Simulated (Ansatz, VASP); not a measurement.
## ZnS: VASP beside Ansatz

```
Zn S
1.0
     0.00000    2.70465    2.67760
     2.70465    0.00000    2.67760
     2.70465    2.70465    0.00000
Zn S
1 1
Cartesian
  0.0000 0.0000 0.0000
  4.0570 4.0570 4.0164
```

Change from the starting cell: zz strain of -1 %.

Alike in both runs: task single point; functional PBEsol; k mesh 9 × 9 × 9; occupations fermi-dirac, width 0.01 eV; no spin polarisation.

|  | VASP | Ansatz |
| --- | --- | --- |
| version | VASP 6.6.1 | Ansatz 0.2.0 |
| potentials or method | VASP PAW PBE potentials, release 64 (Zn, S), cutoff 520 eV | all-electron LAPW, scalar-relativistic |

|  | VASP | Ansatz | Ansatz less VASP |
| --- | --- | --- | --- |
| gap on the k mesh at the Fermi level (eV) | 1.98 | 1.98 | -0.002 |
| pressure (GPa) | -1.3 | -1.5 | -0.19 |
| traceless stress, the component that is largest in VASP (GPa) | 0.28 | 0.28 | +0.004 |

VASP's potentials were made for PBE, not for PBEsol. Ansatz ran all-electron here, and VASP with PAW potentials.
